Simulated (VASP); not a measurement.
Input of a VASP 6.6.1 run:

POSCAR

```
Ta2C
1.0
    3.1059007354      0.0000000000      0.0000000000
   -1.5529503677      2.6897889385      0.0000000000
    0.0000000000      0.0000000000      4.9464000000
Ta C
2 1
Direct
    0.3333333333      0.6666666667      0.2520100000
    0.6666666667      0.3333333333      0.7479900000
    0.0000000000      0.0000000000      0.0000000000
```

File INCAR.step1:

```
SYSTEM = Ta2C
PREC = Accurate
ENCUT = 520
ISMEAR = 0
SIGMA = 0.1
LREAL = .False.
LASPH = .True.
NELM = 80
NBANDS = 20
GGA = PE
ALGO = Normal
EDIFF = 1E-4
LWAVE = .True.
LCHARG = .False.
```

The input INCAR.step2:

```
SYSTEM = Ta2C
PREC = Accurate
ENCUT = 520
EDIFF = 1E-6
ISMEAR = 0
SIGMA = 0.1
LREAL = .False.
LASPH = .True.
NELM = 80
ALGO = Normal
ISIF = 2
LWAVE = .False.
LCHARG = .True.
METAGGA = R2SCAN
LMIXTAU = .True.
LELF = .True.
LVHAR = .True.
NBANDS = 20
ISTART = 1
```

File KPOINTS:

```
Automatic mesh
0
Gamma
  3 3 2
  0 0 0
```

Potentials or basis: VASP PAW PBE potentials, release 64 (Ta_pv, C).

Run with:

```bash
$ cat potpaw_PBE.64/Ta_pv/POTCAR potpaw_PBE.64/C/POTCAR > POTCAR
$ cp INCAR.step1 INCAR
$ mpirun -np 1 vasp_std > vasp.out
$ cp INCAR.step2 INCAR
$ mpirun -np 1 vasp_std > vasp.out
```

(1) Predict the pressure.

(2) Estimate the band gap on the k mesh.

Answers

(1) 2.1 GPa.

(2) zero (band 13 reaches 7.09 eV, above the bottom of band 14 at 6.33 eV).

Caveat: the k points lie up to 0.78 Å⁻¹ apart; the PAW data sets were made with another functional, which shifts forces and pressure a little; spin-orbit coupling is left out, which moves the levels of the heavy elements.
